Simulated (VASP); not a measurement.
# Si4IrPt (P6/mmm) in VASP: a series of runs, part 2 of 2

VASP 6.6.1.

### 4 Relaxation of cell and atoms, PBE

Input file INCAR:

```
  PREC = Accurate
  ENCUT = 600
  EDIFF = 1E-7
  ISMEAR = 0
  SIGMA = 0.1
  LREAL = False
  LASPH = True
  NELM = 60
  ALGO = Normal
  ISIF = 3
  LWAVE = False
  LCHARG = False
  GGA = PE
  IBRION = 2
  NSW = 90
  EDIFFG = -0.04
```

Input file KPOINTS:

```
regular mesh
0
Gamma
  6 6 4
```

Input file POSCAR:

```
Si4IrPt
1.0
    3.4748523600      0.0000000000      0.0000000000
   -1.7374261800      3.0093104200      0.0000000000
    0.0000000000      0.0000000000      7.2235250600
Si Ir Pt
4 1 1
Direct
    0.3333333300      0.6666666700      0.7432699200
    0.3333333300      0.6666666700      0.2567300800
    0.6666666700      0.3333333300      0.7432699200
    0.6666666700      0.3333333300      0.2567300800
    0.0000000000      0.0000000000      0.5000000000
    0.0000000000      0.0000000000      0.0000000000
```

Potentials or basis: VASP PAW PBE potentials, release 64 (Si, Ir, Pt).

Command:

```sh
$ cat potpaw_PBE.64/Si/POTCAR potpaw_PBE.64/Ir/POTCAR potpaw_PBE.64/Pt/POTCAR > POTCAR
$ mpirun -np 1 vasp_std > vasp.out
```

OUTCAR:

```text
PREC = Accurate
   ENCUT = 600
   EDIFF = 1E-7
   ISMEAR = 0
   LREAL = False
   LASPH = True
   NELM = 60
   ISIF = 3
   GGA = PE
   IBRION = 2
   NSW = 90
   EDIFFG = -0.04

 ion  position               nearest neighbor table
   1  0.333  0.667  0.743-   3 2.01   3 2.01   3 2.01   5 2.67   5 2.67   5 2.67   6 2.73   6 2.73
                             6 2.73
   2  0.333  0.667  0.257-   4 2.01   4 2.01   4 2.01   5 2.67   5 2.67   5 2.67   6 2.73   6 2.73
                             6 2.73
   3  0.667  0.333  0.743-   1 2.01   1 2.01   1 2.01   5 2.67   5 2.67   5 2.67   6 2.73   6 2.73
                             6 2.73
   4  0.667  0.333  0.257-   2 2.01   2 2.01   2 2.01   5 2.67   5 2.67   5 2.67   6 2.73   6 2.73
                             6 2.73
   5  0.000  0.000  0.500-   1 2.67   2 2.67   3 2.67   4 2.67   3 2.67   4 2.67   1 2.67   2 2.67
                             3 2.67   4 2.67   1 2.67   2 2.67
   6  0.000  0.000  0.000-   1 2.73   2 2.73   3 2.73   4 2.73   3 2.73   4 2.73   1 2.73   2 2.73
                             3 2.73   4 2.73   1 2.73   2 2.73

  LATTYP: Found a hexagonal cell.
 ALAT       =     3.4748523600
 C/A-ratio  =     2.0788005681

  Lattice vectors:

 A1 = (   3.4748523600,   0.0000000000,   0.0000000000)
 A2 = (  -1.7374261800,   3.0093104200,   0.0000000000)
 A3 = (   0.0000000000,   0.0000000000,   7.2235250600)

Analysis of symmetry for initial positions (statically):
=====================================================================
 Subroutine PRICEL returns:
 Original cell was already a primitive cell.

 Routine SETGRP: Setting up the symmetry group for a
 hexagonal supercell.

 Subroutine GETGRP returns: Found 24 space group operations
 (whereof 24 operations were pure point group operations)
 out of a pool of 24 trial point group operations.

The static configuration has the point symmetry D_6h.

Analysis of symmetry for dynamics (positions and initial velocities):
=====================================================================
[... 128 lines left out ...]
   EFERMI =   0.00;   METHOD = LEGACY
   ISMEAR =     0;   SIGMA  =   0.10  broadening in eV -4-tet -1-fermi 0-gaus
   EFERMI_NEDOS =   21; number of points for ismear=-14 and -15
   IALGO  =     38    algorithm
   IMIX   =      4    mixing-type and parameters
     AMIX     =   0.40;   BMIX     =  1.00
     AMIX_MAG =   1.60;   BMIX_MAG =  1.00
  volume/ion in A,a.u.               =      12.59        84.96
  Fermi-wavevector in a.u.,A,eV,Ry     =   1.266815  2.393934 21.834919  1.604821
  Thomas-Fermi vector in A             =   2.399996
   LORBIT       =      0    0 simple, 1 ext, 2 COOP (PROOUT), +10 PAW based schemes
   GGA     = PE    functional components
   LHFCALC =     F    Hartree Fock is set to
   AEXX    =    0.0000 exact exchange contribution
   IVDW    =     0    specifies the selected vdW correction
   LEPSILON=     F    determine dielectric tensor
   LRPA    =     F    only Hartree local field effects (RPA)
 conjugate gradient relaxation of ions
 non-spin polarized calculation
 Gauss-broadening in eV      SIGMA  =   0.10
  energy-cutoff  :      600.00
  volume of cell :       75.54
 maximum number of plane-waves:      2532
 NGX is ok and might be reduce to    28
   NGX = 13   NGY = 13   NGZ = 29

--------------------------------------- Ionic step        1  -------------------------------------------

 number of electron      35.0000001 magnetization

 Free energy of the ion-electron system (eV)
  ---------------------------------------------------
  ext. energy  EPLUGINS =         0.00000000
  ---------------------------------------------------
  free energy    TOTEN  =       -29.30040002 eV

  energy without entropy =      -29.28272790  energy(sigma->0) =      -29.29156396

------------------------ aborting loop because EDIFF is reached ----------------------------------------

  FORCE on cell =-STRESS in cart. coord.  units (eV):
  Direction    XX          YY          ZZ          XY          YZ          ZX
  --------------------------------------------------------------------------------------
  -------------------------------------------------------------------------------------
  Total       41.1019354     41.1019354      5.6661460      0.0000000      0.0000000     -0.0000000
  in kB      871.8069461    871.8069472    120.1837678      0.0000000      0.0000000     -0.0000000
  external PRESSURE =     621.2658870 kB  Pullay stress =       0.0000000 kB
[... 1126 lines left out ...]
     20      11.0329      0.00000
     21      11.2634      0.00000

[... ionic steps 4 to 20 ...]

--------------------------------------- Ionic step       21  -------------------------------------------

 number of electron      35.0000004 magnetization

------------------------ aborting loop because EDIFF is reached ----------------------------------------
[... 75 lines left out ...]
--------------------------------------- Ionic step       23  -------------------------------------------

 number of electron      35.0000004 magnetization

 Free energy of the ion-electron system (eV)
  ---------------------------------------------------
  ext. energy  EPLUGINS =         0.00000000
  ---------------------------------------------------
  free energy    TOTEN  =       -34.62004679 eV

  energy without entropy =      -34.59462218  energy(sigma->0) =      -34.60733448

 E-fermi :  10.2544     XC(G=0): -11.9909

 val. band max:       10.2298021783   @ k =   0.1667   0.1667   0.0000
 cond. band min:      10.2574775997   @ k =   0.0000   0.0000   0.5000
 fundamental gap:      0.0276754214
 Fermi energy:        10.2543673521
[... 535 lines left out ...]
  FREE ENERGIE OF THE ION-ELECTRON SYSTEM (eV)
  ---------------------------------------------------
  free  energy   TOTEN  =       -34.6200467865 eV

  energy  without entropy=      -34.5946221822  energy(sigma->0) =      -34.60733448

 reached required accuracy - stopping structural energy minimisation
```

CONTCAR:

```text
Si4IrPt
   1.00000000000000
     4.2723037216132651   -0.0000000000000000    0.0000000000000000
    -2.1361518608066326    3.6999235588301609    0.0000000000000000
     0.0000000000000000    0.0000000000000000    5.5492215664460680
  Si              Ir              Pt
     4     1     1
Direct
     0.3333333300000021    0.6666666699999979    0.7375238943221419
     0.3333333300000021    0.6666666699999979    0.2624761056778582
     0.6666666699999979    0.3333333300000021    0.7375238943221419
     0.6666666699999979    0.3333333300000021    0.2624761056778582
     0.0000000000000000    1.0000000000000000    0.5000000000000000
     0.0000000000000000    1.0000000000000000    0.0000000000000000

  0.00000000E+00  0.00000000E+00  0.00000000E+00
  0.00000000E+00  0.00000000E+00  0.00000000E+00
  0.00000000E+00  0.00000000E+00  0.00000000E+00
  0.00000000E+00  0.00000000E+00  0.00000000E+00
  0.00000000E+00  0.00000000E+00  0.00000000E+00
  0.00000000E+00  0.00000000E+00  0.00000000E+00
```

Run time: 11 min. Hardware: 1 thread of Intel Xeon Platinum 8488C (Sapphire Rapids), shared host; peak memory 0.25 GiB.

Results:

```
Free energy                            : -34.6200 eV
Relaxed volume                         : 14.62 Å³/atom
Relaxed cell                           : a = 4.272 Å, b = 4.272 Å, c = 5.549 Å, α = 90.00°, β = 90.00°, γ = 120.00°
Space group after relaxing (to 0.05 Å) : P6/mmm (No. 191)
Energy gained by relaxing              : 886.6 meV/atom
Ionic steps                            : 23
Pressure after relaxing                : 0.1 GPa
Largest force after relaxing           : 0.039 eV/Å
```

Forces in eV/Å, atoms in the order of the input:
```
Si   0.000  0.000  0.039
Si   0.000  0.000 -0.039
Si   0.000  0.000  0.039
Si   0.000  0.000 -0.039
Ir   0.000  0.000  0.000
Pt   0.000  0.000  0.000
```

The path:
```
step  energy change (eV)  largest force (eV/Å)  pressure (GPa)  volume (Å³)
   1              0.0000                0.1057           62.13        75.54
   2              0.1088                0.2663          -21.02       139.80
   3             -4.2316                0.2180           -7.29        99.66
   4             -4.2742                0.2078           -5.01        97.77
   5             -4.2830                0.2027           -3.16        96.45
   6             -4.2822                0.2041           -3.82        96.89
   7             -4.5667                0.1357           -1.74        93.59
   8             -4.7286                0.0725            1.60        90.31
   9             -4.9379                0.0186           11.28        83.38
  10             -5.0591                0.0111            9.20        83.76
  11             -5.1914                0.1288            7.01        84.35
  12             -5.1101                0.5920            6.52        84.97
  13             -5.2567                0.1492            6.19        84.65
  14             -5.2503                0.2878            5.87        84.78
  15             -5.2578                0.2157            5.99        84.73
  16             -5.3002                0.1143            3.22        86.08
  17             -5.3134                0.0339            0.66        87.48
  18             -5.3135                0.0368            0.76        87.43
  19             -5.3159                0.0421            0.51        87.55
  20             -5.3187                0.0594           -0.08        87.84
  21             -5.3187                0.0602           -0.10        87.86
  22             -5.3190                0.0548           -0.05        87.82
  23             -5.3196                0.0390            0.08        87.72
```

Final structure:
```
CELL_PARAMETERS angstrom
4.27230 0.00000 0.00000
-2.13615 3.69992 0.00000
0.00000 0.00000 5.54922
ATOMIC_POSITIONS crystal
Si 0.33333 0.66667 0.73752
Si 0.33333 0.66667 0.26248
Si 0.66667 0.33333 0.73752
Si 0.66667 0.33333 0.26248
Ir 0.00000 0.00000 0.50000
Pt 0.00000 0.00000 0.00000
```

Caveat: the volume moved by over 15 % at a fixed basis, so the end points are rough; spin-orbit coupling is left out, which moves the levels of the heavy elements.

### 5 Summary

| task | cell | cutoff (eV) | gap on the mesh (eV) | pressure (GPa) | largest force (eV/Å) |
| --- | --- | --- | --- | --- | --- |
| single point | a = 3.475, b = 3.475, c = 7.224 Å, angles 90.0, 90.0, 120.0°, 6 atoms | 520 | none | 62.1 | 0.11 |
| single point | a = 4.276, b = 4.276, c = 5.551 Å, angles 90.0, 90.0, 120.0°, 6 atoms | 520 | none | -0.3 | 0.02 |
| relaxation of cell and atoms | relaxed from a = 3.475, b = 3.475, c = 7.224 Å, angles 90.0, 90.0, 120.0°, 6 atoms | 600 | none | 0.1 | 0.04 |

Alike in all rows: level PBE; potentials or basis VASP PAW PBE potentials, release 64 (Si, Ir, Pt); no spin polarisation; k mesh 6 × 6 × 4; smearing gaussian 0.1 eV.

Caveats: spin-orbit coupling is left out, which moves the levels of the heavy elements; the volume moved by over 15 % at a fixed basis, so the end points are rough (some runs).

Absolute energies hang on the potentials; compare differences alone.
